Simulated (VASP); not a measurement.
# Na2TlAsF6 (Fm-3m) in VASP: single point with PBE

Aim: the single point of Na2TlAsF6 with PBE.

All numbers are computed with VASP 6.6.1; they aren't measurements. Logs are shortened: lines on timing, memory, paths and dates and some standing lists are left out, and cuts for length are marked.

## 1. The cell of the first run

The structure is cubic, space group Fm-3m (No. 225). The conventional cell has a = 9.289 Å, b = 9.289 Å, c = 9.289 Å, α = 90.00°, β = 90.00°, γ = 90.00°. Na (site symmetry -43m) has 12 F at 3.29 Å and 4 Tl at 4.02 Å and 4 As at 4.02 Å within 4.3 Å. Tl (site symmetry m-3m) has 6 F at 2.59 Å within 3.4 Å. Within 2.7 Å of As (site symmetry m-3m) lie 6 F at 2.06 Å. Within 2.7 Å of F (site symmetry 4mm) lie 1 As at 2.06 Å and 1 Tl at 2.59 Å.

## 2. Single point, PBE

Contents of POSCAR:

```
Na2TlAsF6
1.0
    0.0000000000      4.6443780000      4.6443780000
    4.6443780000      0.0000000000      4.6443780000
    4.6443780000      4.6443780000      0.0000000000
Na Tl As F
2 1 1 6
Direct
    0.7500000000      0.7500000000      0.7500000000
    0.2500000000      0.2500000000      0.2500000000
    0.5000000000      0.5000000000      0.5000000000
    0.0000000000      0.0000000000      0.0000000000
    0.7785070000      0.2214930000      0.2214930000
    0.2214930000      0.2214930000      0.7785070000
    0.2214930000      0.7785070000      0.7785070000
    0.2214930000      0.7785070000      0.2214930000
    0.7785070000      0.2214930000      0.7785070000
    0.7785070000      0.7785070000      0.2214930000
```

Contents of INCAR.step1:

```
SYSTEM = Na2TlAsF6
  PREC = Accurate
  ENCUT = 520
  EDIFF = 1E-6
  ISMEAR = 0
  SIGMA = 0.01
  LREAL = .False.
  LASPH = .True.
  NELM = 80
  ALGO = Normal
  ISIF = 2
  LWAVE = .False.
  LCHARG = .True.
  GGA = PE
  NBANDS = 48
```

Contents of KPOINTS.step1:

```
regular mesh
0
Gamma
  3 3 3
  0 0 0
```

Contents of INCAR.step2:

```
SYSTEM = Na2TlAsF6
  PREC = Accurate
  ENCUT = 520
  EDIFF = 1E-6
  ISMEAR = -5
  SIGMA = 0.01
  LREAL = .False.
  LASPH = .True.
  NELM = 80
  ALGO = Normal
  ISIF = 2
  LWAVE = .False.
  LCHARG = .False.
  GGA = PE
  LORBIT = 11
  NEDOS = 1001
  ICHARG = 11
```

Contents of KPOINTS.step2:

```
regular mesh
0
Gamma
  5 5 5
  0 0 0
```

Potentials or basis: VASP PAW PBE potentials, release 64 (Na_pv, Tl_d, As, F).

Launch:

```
> cat potpaw_PBE.64/Na_pv/POTCAR potpaw_PBE.64/Tl_d/POTCAR potpaw_PBE.64/As/POTCAR potpaw_PBE.64/F/POTCAR > POTCAR
> cp INCAR.step1 INCAR
> cp KPOINTS.step1 KPOINTS
> mpirun -np 1 vasp_std > vasp.out
> cp INCAR.step2 INCAR
> cp KPOINTS.step2 KPOINTS
> mpirun -np 1 vasp_std > vasp.out
```

OUTCAR:

```text
SYSTEM = Na2TlAsF6
   PREC = Accurate
   ENCUT = 520
   EDIFF = 1E-6
   ISMEAR = -5
   LREAL = .False.
   LASPH = .True.
   NELM = 80
   ISIF = 2
   GGA = PE
   LORBIT = 11
   ICHARG = 11

 ion  position               nearest neighbor table
   1  0.750  0.750  0.750-
   2  0.250  0.250  0.250-
   3  0.500  0.500  0.500-   5 2.59   6 2.59   7 2.59   8 2.59   9 2.59  10 2.59
   4  0.000  0.000  0.000-   5 2.06   6 2.06   7 2.06   8 2.06   9 2.06  10 2.06
   5  0.779  0.221  0.221-   4 2.06   3 2.59
   6  0.221  0.221  0.779-   4 2.06   3 2.59
   7  0.221  0.779  0.779-   4 2.06   3 2.59
   8  0.221  0.779  0.221-   4 2.06   3 2.59
   9  0.779  0.221  0.779-   4 2.06   3 2.59
  10  0.779  0.779  0.221-   4 2.06   3 2.59

  LATTYP: Found a face centered cubic cell.
 ALAT       =     9.2887560000

  Lattice vectors:

 A1 = (   0.0000000000,   4.6443780000,   4.6443780000)
 A2 = (   4.6443780000,   0.0000000000,   4.6443780000)
 A3 = (   4.6443780000,   4.6443780000,   0.0000000000)

Analysis of symmetry for initial positions (statically):
=====================================================================
 Subroutine PRICEL returns:
 Original cell was already a primitive cell.

 Routine SETGRP: Setting up the symmetry group for a
 face centered cubic supercell.

 Subroutine GETGRP returns: Found 48 space group operations
 (whereof 48 operations were pure point group operations)
 out of a pool of 48 trial point group operations.

The static configuration has the point symmetry O_h .

Analysis of symmetry for dynamics (positions and initial velocities):
=====================================================================
 Subroutine PRICEL returns:
 Original cell was already a primitive cell.

 Routine SETGRP: Setting up the symmetry group for a
 face centered cubic supercell.

 Subroutine GETGRP returns: Found 48 space group operations
 (whereof 48 operations were pure point group operations)
 out of a pool of 48 trial point group operations.

The dynamic configuration has the point symmetry O_h .

 Subroutine INISYM returns: Found 48 space group operations
 (whereof 48 operations are pure point group operations),
 and found     1 'primitive' translations

----------------------------------------------------------------------------------------

                                     Primitive cell

  volume of cell :     200.3608

  direct lattice vectors                    reciprocal lattice vectors
     0.000000000  4.644378000  4.644378000    -0.107657043  0.107657043  0.107657043
     4.644378000  0.000000000  4.644378000     0.107657043 -0.107657043  0.107657043
     4.644378000  4.644378000  0.000000000     0.107657043  0.107657043 -0.107657043

  length of vectors
     6.568142356  6.568142356  6.568142356     0.186467468  0.186467468  0.186467468

  position of ions in fractional coordinates (direct lattice)
     0.750000000  0.750000000  0.750000000
     0.250000000  0.250000000  0.250000000
     0.500000000  0.500000000  0.500000000
     0.000000000  0.000000000  0.000000000
     0.778507000  0.221493000  0.221493000
     0.221493000  0.221493000  0.778507000
     0.221493000  0.778507000  0.778507000
     0.221493000  0.778507000  0.221493000
     0.778507000  0.221493000  0.778507000
     0.778507000  0.778507000  0.221493000

  ion indices of the primitive-cell ions
   primitive index   ion index
                 1           1
                 2           2
                 3           3
                 4           4
                 5           5
                 6           6
                 7           7
                 8           8
                 9           9
                10          10

----------------------------------------------------------------------------------------

 KPOINTS: regular mesh

Automatic generation of k-mesh.
 Grid dimensions read from file:
 generate k-points for:    5    5    5

 Generating k-lattice:

  Cartesian coordinates                     Fractional coordinates (reciprocal lattice)
    -0.021531409  0.021531409  0.021531409     0.200000000  0.000000000  0.000000000
     0.021531409 -0.021531409  0.021531409     0.000000000  0.200000000  0.000000000
     0.021531409  0.021531409 -0.021531409     0.000000000  0.000000000  0.200000000

  Length of vectors
     0.037293494  0.037293494  0.037293494

  Shift w.r.t. Gamma in fractional coordinates (k-lattice)
     0.000000000  0.000000000  0.000000000

 TETIRR: Found     24 inequivalent tetrahedra from      750

 Subroutine IBZKPT returns following result:
 ===========================================

 Found     10 irreducible k-points:

 Following reciprocal coordinates:
            Coordinates               Weight
  0.000000  0.000000  0.000000      1.000000
  0.200000  0.000000  0.000000      8.000000
  0.400000  0.000000  0.000000      8.000000
  0.200000  0.200000  0.000000      6.000000
  0.400000  0.200000  0.000000     24.000000
 -0.400000  0.200000  0.000000     24.000000
 -0.200000  0.200000  0.000000     12.000000
  0.400000  0.400000  0.000000      6.000000
 -0.400000  0.400000  0.000000     12.000000
 -0.400000  0.400000  0.200000     24.000000
   k-points           NKPTS =     10   k-points in BZ     NKDIM =     10   number of bands    NBANDS=     44
   number of dos      NEDOS =   1001   number of ions     NIONS =     10
   total plane-waves  NPLWV = 125000
   dimension x,y,z NGX =    50 NGY =   50 NGZ =   50
   dimension x,y,z NGXF=   100 NGYF=  100 NGZF=  100
   ions per type =               2   1   1   6
   NGX,Y,Z   is equivalent  to a cutoff of  12.66, 12.66, 12.66 a.u.
   NGXF,Y,Z  is equivalent  to a cutoff of  25.31, 25.31, 25.31 a.u.
 SYSTEM =  Na2TlAsF6
   PREC   = accura    normal or accurate (medium, high low for compatibility)
   ISTART =      0    job   : 0-new  1-cont  2-samecut
   ICHARG =     11    charge: 1-file 2-atom 10-const
   ISPIN  =      1    spin polarized calculation?
   LNONCOLLINEAR =      F non collinear calculations
   LSORBIT =      F    spin-orbit coupling
   LASPH  =      T    aspherical Exc in radial PAW
   ENCUT  =  520.0 eV  38.22 Ry    6.18 a.u.  12.21 12.21 12.21*2*pi/ulx,y,z
   NELM   =     80;   NELMIN=  2; NELMDL=  0     # of ELM steps
   EDIFF  = 0.1E-05   stopping-criterion for ELM
   LREAL  =      F    real-space projection
[... 7 lines left out ...]
   TEBEG  =    0.0;   TEEND  =   0.0 temperature during run
   PSTRESS=    0.0 pullay stress
   NELECT =      74.0000    total number of electrons
   NUPDOWN=      -1.0000    fix difference up-down
   EMIN   =  10.00;   EMAX   =-10.00  energy-range for DOS
   EFERMI =   0.00;   METHOD = LEGACY
   ISMEAR =    -5;   SIGMA  =   0.01  broadening in eV -4-tet -1-fermi 0-gaus
   EFERMI_NEDOS =   21; number of points for ismear=-14 and -15
   IALGO  =     38    algorithm
   IMIX   =      4    mixing-type and parameters
     AMIX     =   0.40;   BMIX     =  1.00
     AMIX_MAG =   1.60;   BMIX_MAG =  1.00
  volume/ion in A,a.u.               =      20.04       135.21
  Fermi-wavevector in a.u.,A,eV,Ry     =   1.174576  2.219627 18.770994  1.379629
  Thomas-Fermi vector in A             =   2.310971
   LORBIT       =     11    0 simple, 1 ext, 2 COOP (PROOUT), +10 PAW based schemes
   GGA     = PE    functional components
   LHFCALC =     F    Hartree Fock is set to
   AEXX    =    0.0000 exact exchange contribution
   IVDW    =     0    specifies the selected vdW correction
   LEPSILON=     F    determine dielectric tensor
   LRPA    =     F    only Hartree local field effects (RPA)
 non-spin polarized calculation
 Fermi weights with tetrahedron method with Bloechl corrections
  energy-cutoff  :      520.00
  volume of cell :      200.36
 maximum number of plane-waves:      5418
 NGX is ok and might be reduce to    50

 number of electron      74.0000050 magnetization

 Free energy of the ion-electron system (eV)
  ---------------------------------------------------
  ext. energy  EPLUGINS =         0.00000000
  ---------------------------------------------------
  free energy    TOTEN  =       -41.14764276 eV

  energy without entropy =      -41.14764276  energy(sigma->0) =      -41.14764276

 E-fermi :   1.3313     XC(G=0):  -7.6875

 val. band max:        1.3066739504   @ k =   0.0000   0.0000   0.0000
 cond. band min:       3.3874942391   @ k =   0.0000   0.0000   0.0000
 fundamental gap:      2.0808202888
 Fermi energy:         1.3313092046

 k-point     1 :       0.0000    0.0000    0.0000
  band No.  band energies     occupation
      1     -24.0925      2.00000
      2     -24.0925      2.00000
      3     -24.0925      2.00000
      4     -24.0916      2.00000
      5     -24.0916      2.00000
      6     -24.0916      2.00000
[... 36 lines left out ...]
     43       7.1072      0.00000
     44       7.1179      0.00000

 k-point     2 :       0.2000    0.0000    0.0000
  band No.  band energies     occupation
      1     -24.0926      2.00000
      2     -24.0925      2.00000
      3     -24.0925      2.00000
      4     -24.0919      2.00000
      5     -24.0917      2.00000
      6     -24.0917      2.00000
[... 368 lines left out ...]
 k-point    10 :      -0.4000    0.4000    0.2000
  band No.  band energies     occupation
      1     -24.0935      2.00000
      2     -24.0932      2.00000
      3     -24.0925      2.00000
      4     -24.0921      2.00000
      5     -24.0915      2.00000
      6     -24.0914      2.00000
[... 36 lines left out ...]
     43       5.9642      0.00000
     44       6.8171      0.00000

------------------------ aborting loop because EDIFF is reached ----------------------------------------

  FORCE on cell =-STRESS in cart. coord.  units (eV):
  Direction    XX          YY          ZZ          XY          YZ          ZX
  --------------------------------------------------------------------------------------
  -------------------------------------------------------------------------------------
  Total       -0.1048323     -0.1048323     -0.1048323     -0.0000000     -0.0000000      0.0000000
  in kB       -0.8382876     -0.8382876     -0.8382876     -0.0000000     -0.0000000      0.0000000
  external PRESSURE =      -0.8382876 kB  Pullay stress =       0.0000000 kB

 VOLUME and BASIS-vectors are now :
 -----------------------------------------------------------------------------
  energy-cutoff  :      520.00
  volume of cell :      200.36
      direct lattice vectors                 reciprocal lattice vectors
     0.000000000  4.644378000  4.644378000    -0.107657043  0.107657043  0.107657043
     4.644378000  0.000000000  4.644378000     0.107657043 -0.107657043  0.107657043
     4.644378000  4.644378000  0.000000000     0.107657043  0.107657043 -0.107657043

 POSITION                                       TOTAL-FORCE (eV/Angst)
 -----------------------------------------------------------------------------------
      6.96657      6.96657      6.96657        -0.000000     -0.000000     -0.000000
      2.32219      2.32219      2.32219         0.000000      0.000000      0.000000
      4.64438      4.64438      4.64438        -0.000000      0.000000      0.000000
      0.00000      0.00000      0.00000        -0.000000      0.000000     -0.000000
      2.05739      4.64438      4.64438        -0.006499      0.000000      0.000000
      4.64438      4.64438      2.05739        -0.000000      0.000000     -0.006499
      7.23136      4.64438      4.64438         0.006499      0.000000      0.000000
      4.64438      2.05739      4.64438        -0.000000     -0.006499      0.000000
      4.64438      7.23136      4.64438        -0.000000      0.006499      0.000000
      4.64438      4.64438      7.23136        -0.000000      0.000000      0.006499
 -----------------------------------------------------------------------------------
    total drift:                                0.000000      0.000000     -0.000000

  FREE ENERGIE OF THE ION-ELECTRON SYSTEM (eV)
  ---------------------------------------------------
  free  energy   TOTEN  =       -41.1476427642 eV

  energy  without entropy=      -41.1476427642  energy(sigma->0) =      -41.14764276

 total charge

# of ion       s       p       d       tot
------------------------------------------
    1        0.008   5.948   0.000   5.956
    2        0.008   5.948   0.000   5.956
    3        1.309   0.143   9.696  11.148
    4        1.498   0.777   0.133   2.408
    5        1.746   4.308   0.000   6.054
    6        1.746   4.308   0.000   6.054
    7        1.746   4.308   0.000   6.054
    8        1.746   4.308   0.000   6.054
    9        1.746   4.308   0.000   6.054
   10        1.746   4.308   0.000   6.054
--------------------------------------------------
tot         13.301  38.665   9.829  61.796
```

It took 4 min on 1 thread of Intel Xeon 8259CL, shared host; peak memory 0.37 GiB.

What came out:

```
Valence electrons inside the program's atomic spheres : Na 5.96; Tl 11.15; As 2.41; F 6.05
```

Caveat: spin-orbit coupling is left out, which moves the levels of the heavy elements.
